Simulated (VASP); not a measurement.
# Rh (Fm-3m) in VASP: single point with r2SCAN

Aim: the single point of Rh with r2SCAN.

Program: VASP 6.6.1. These are calculated values, not measurements. Logs are shortened: lines on timing, memory, paths and dates and some standing lists are left out, and cuts for length are marked.

## (1) The cell of the first run

The structure is cubic, space group Fm-3m (No. 225). Conventional cell: a = 3.800 Å, b = 3.800 Å, c = 3.800 Å, α = 90.00°, β = 90.00°, γ = 90.00°. Within 3.5 Å of Rh (site symmetry m-3m) lie 12 Rh at 2.69 Å.

## (2) Single point, r2SCAN, collinear spin, ferromagnetic start

File POSCAR:

```
Rh
1.0
    0.0000000000      1.9001492197      1.9001492197
    1.9001492197      0.0000000000      1.9001492197
    1.9001492197      1.9001492197      0.0000000000
Rh
1
Direct
    0.0000000000      0.0000000000      0.0000000000
```

File INCAR.step1:

```
PREC     = Accurate       # precision mode
ENCUT    = 580            # plane-wave cutoff, eV
ISMEAR   = -1             # smearing method
SIGMA    = 0.05           # smearing width, eV
LREAL    = False          # projectors in reciprocal space
LASPH    = True           # aspherical terms in the spheres
NELM     = 200            # most SCF steps
ISPIN    = 2              # spin polarisation
MAGMOM   = 1              # initial moments
LMAXMIX  = 4              # l up to which the mixer works
NBANDS   = 18             # bands
GGA      = PE             # functional
ALGO     = Normal         # electronic algorithm
EDIFF    = 1E-5           # SCF threshold, eV
LWAVE    = True           # write WAVECAR
LCHARG   = False          # write CHGCAR
GGA_COMPAT= False
```

File INCAR.step2:

```
PREC     = Accurate       # precision mode
ENCUT    = 580            # plane-wave cutoff, eV
EDIFF    = 1E-6           # SCF threshold, eV
ISMEAR   = -1             # smearing method
SIGMA    = 0.05           # smearing width, eV
LREAL    = False          # projectors in reciprocal space
LASPH    = True           # aspherical terms in the spheres
NELM     = 200            # most SCF steps
ALGO     = Normal         # electronic algorithm
ISIF     = 2              # what is computed and relaxed
LWAVE    = False          # write WAVECAR
LCHARG   = False          # write CHGCAR
ISPIN    = 2              # spin polarisation
MAGMOM   = 1              # initial moments
LORBIT   = 11             # projections on sites
LMAXMIX  = 4              # l up to which the mixer works
METAGGA  = R2SCAN         # meta-GGA
LMIXTAU  = True         
NBANDS   = 18             # bands
ISTART   = 1            
GGA_COMPAT= False
```

File KPOINTS:

```
Automatic mesh
0
Gamma
  14 14 14
```

Potentials or basis: VASP PAW PBE potentials, release 64 (Rh_sv_GW).

Launch:

```bash
$ cat potpaw_PBE.64/Rh_sv_GW/POTCAR > POTCAR
$ cp INCAR.step1 INCAR
$ mpirun -np 1 vasp_std > vasp.out
$ cp INCAR.step2 INCAR
$ mpirun -np 1 vasp_std > vasp.out
```

OUTCAR:

```text
PREC = Accurate
   ENCUT = 580
   EDIFF = 1E-6
   ISMEAR = -1
   LREAL = False
   LASPH = True
   NELM = 200
   ISIF = 2
   ISPIN = 2
   LORBIT = 11
   METAGGA = R2SCAN
   ISTART = 1

 ion  position               nearest neighbor table
   1  0.000  0.000  0.000-

  LATTYP: Found a face centered cubic cell.
 ALAT       =     3.8002984394

  Lattice vectors:

 A1 = (   0.0000000000,   1.9001492197,   1.9001492197)
 A2 = (   1.9001492197,   0.0000000000,   1.9001492197)
 A3 = (   1.9001492197,   1.9001492197,   0.0000000000)

Analysis of symmetry for initial positions (statically):
=====================================================================
 Subroutine PRICEL returns:
 Original cell was already a primitive cell.

 Routine SETGRP: Setting up the symmetry group for a
 face centered cubic supercell.

 Subroutine GETGRP returns: Found 48 space group operations
 (whereof 48 operations were pure point group operations)
 out of a pool of 48 trial point group operations.

The static configuration has the point symmetry O_h .

Analysis of symmetry for dynamics (positions and initial velocities):
=====================================================================
 Subroutine PRICEL returns:
 Original cell was already a primitive cell.

 Routine SETGRP: Setting up the symmetry group for a
 face centered cubic supercell.

 Subroutine GETGRP returns: Found 48 space group operations
 (whereof 48 operations were pure point group operations)
 out of a pool of 48 trial point group operations.

The dynamic configuration has the point symmetry O_h .

Analysis of structural, dynamic, and magnetic symmetry:
=====================================================================
 Subroutine PRICEL returns:
 Original cell was already a primitive cell.

 Routine SETGRP: Setting up the symmetry group for a
 face centered cubic supercell.

 Subroutine GETGRP returns: Found 48 space group operations
 (whereof 48 operations were pure point group operations)
 out of a pool of 48 trial point group operations.

The overall configuration has the point symmetry O_h .

 Subroutine INISYM returns: Found 48 space group operations
 (whereof 48 operations are pure point group operations),
 and found     1 'primitive' translations

----------------------------------------------------------------------------------------

                                     Primitive cell

  volume of cell :      13.7212

  direct lattice vectors                    reciprocal lattice vectors
[... 100 lines left out ...]
   ISMEAR =    -1;   SIGMA  =   0.05  broadening in eV -4-tet -1-fermi 0-gaus
   EFERMI_NEDOS =   21; number of points for ismear=-14 and -15
   IALGO  =     38    algorithm
   IMIX   =      4    mixing-type and parameters
     AMIX     =   0.40;   BMIX     =  1.00
     AMIX_MAG =   1.60;   BMIX_MAG =  1.00
  volume/ion in A,a.u.               =      13.72        92.60
  Fermi-wavevector in a.u.,A,eV,Ry     =   1.758302  3.322709 42.064117  3.091625
  Thomas-Fermi vector in A             =   2.827487
   LORBIT       =     11    0 simple, 1 ext, 2 COOP (PROOUT), +10 PAW based schemes
   METAGGA = R2SCAN    functional components
   LHFCALC =     F    Hartree Fock is set to
   AEXX    =    0.0000 exact exchange contribution
   IVDW    =     0    specifies the selected vdW correction
   LEPSILON=     F    determine dielectric tensor
   LRPA    =     F    only Hartree local field effects (RPA)
 spin polarized calculation
  energy-cutoff  :      580.00
  volume of cell :       13.72
 maximum number of plane-waves:       448
 NGX is ok and might be reduce to    24
   NGX = 11   NGY = 11   NGZ = 11

 number of electron      17.0000001 magnetization      -0.0000003

 number of electron      17.0000001 magnetization       0.0000001

 Free energy of the ion-electron system (eV)
  ---------------------------------------------------
  ext. energy  EPLUGINS =         0.00000000
  ---------------------------------------------------
  free energy    TOTEN  =       -23.28732254 eV

  energy without entropy =      -23.27742999  energy(sigma->0) =      -23.28237626

 E-fermi :  10.7086     XC(G=0): -15.2823

 val. band max:       10.6687441173   @ k =   0.3571   0.0000   0.0000
 cond. band min:      10.7157469346   @ k =  -0.2857   0.3571   0.0714
 fundamental gap:      0.0470028173
 Fermi energy:        10.7085931663

 spin component 1

 k-point     1 :       0.0000    0.0000    0.0000
  band No.  band energies     occupation
      1     -70.4369      1.00000
      2     -37.0640      1.00000
      3     -37.0640      1.00000
      4     -37.0640      1.00000
      5       2.5603      1.00000
      6       7.5566      1.00000
[... 493 lines left out ...]
     17      41.3810      0.00000
     18      44.5785      0.00000

 [... further k-points ...]

 spin component 2

 k-point     1 :       0.0000    0.0000    0.0000
  band No.  band energies     occupation
      1     -70.4369      1.00000
      2     -37.0640      1.00000
      3     -37.0640      1.00000
      4     -37.0640      1.00000
      5       2.5603      1.00000
      6       7.5566      1.00000
[... 493 lines left out ...]
     17      41.3810      0.00000
     18      44.5785      0.00000

 [... further k-points ...]

------------------------ aborting loop because EDIFF is reached ----------------------------------------

  FORCE on cell =-STRESS in cart. coord.  units (eV):
  Direction    XX          YY          ZZ          XY          YZ          ZX
  --------------------------------------------------------------------------------------
  -------------------------------------------------------------------------------------
  Total       -0.1374516     -0.1374516     -0.1374516      0.0000000      0.0000000      0.0000000
  in kB      -16.0497106    -16.0497106    -16.0497106      0.0000000      0.0000000      0.0000000
  external PRESSURE =     -16.0497106 kB  Pullay stress =       0.0000000 kB

 VOLUME and BASIS-vectors are now :
 -----------------------------------------------------------------------------
  energy-cutoff  :      580.00
  volume of cell :       13.72
      direct lattice vectors                 reciprocal lattice vectors
     0.000000000  1.900149220  1.900149220    -0.263137229  0.263137229  0.263137229
     1.900149220  0.000000000  1.900149220     0.263137229 -0.263137229  0.263137229
     1.900149220  1.900149220  0.000000000     0.263137229  0.263137229 -0.263137229

 POSITION                                       TOTAL-FORCE (eV/Angst)
 -----------------------------------------------------------------------------------
      0.00000      0.00000      0.00000         0.000000      0.000000      0.000000
 -----------------------------------------------------------------------------------
    total drift:                                0.000000      0.000000      0.000000

  FREE ENERGIE OF THE ION-ELECTRON SYSTEM (eV)
  ---------------------------------------------------
  free  energy   TOTEN  =       -23.2873225404 eV

  energy  without entropy=      -23.2774299887  energy(sigma->0) =      -23.28237626

 total charge

# of ion       s       p       d       f       tot
--------------------------------------------------
    1        2.202   6.220   6.525   0.025  14.971

 magnetization (x)

# of ion       s       p       d       f       tot
--------------------------------------------------
    1       -0.000  -0.000   0.000  -0.000   0.000
```

Wall time 3.2 min (1 thread of Intel Xeon Platinum 8488C (Sapphire Rapids), shared host); peak memory 0.2 GiB.

Results:

```
Free energy                                           : -23.2873 eV
Pressure                                              : -1.6 GPa
Net moment                                            : 0.00 μB per cell
Valence electrons inside the program's atomic spheres : Rh 14.97
```

Levels at points of the mesh, in eV from the Fermi level:
Spin up:
```
           k point  band 6  band 7  band 8  band 9  band 10  band 11
(0.00, 0.00, 0.00)   -3.15   -3.15   -3.15   -1.05    -1.05    16.48
(0.50, 0.00, 0.00)   -3.27   -3.27    0.61    0.61     0.92     9.14
(0.50, 0.50, 0.00)   -6.16    0.54    1.07    1.07     3.50    12.93
```
Spin down:
```
           k point  band 5  band 6  band 7  band 8  band 9  band 10  band 11  band 12
(0.00, 0.00, 0.00)   -8.15   -3.15   -3.15   -3.15   -1.05    -1.05    16.48    22.14
(0.50, 0.00, 0.00)   -6.32   -3.27   -3.27    0.61    0.61     0.92     9.14    16.09
(0.50, 0.50, 0.00)   -6.53   -6.16    0.54    1.07    1.07     3.50    12.93    13.99
```

Caveat: the PAW data sets were made with another functional, which shifts forces and pressure a little.
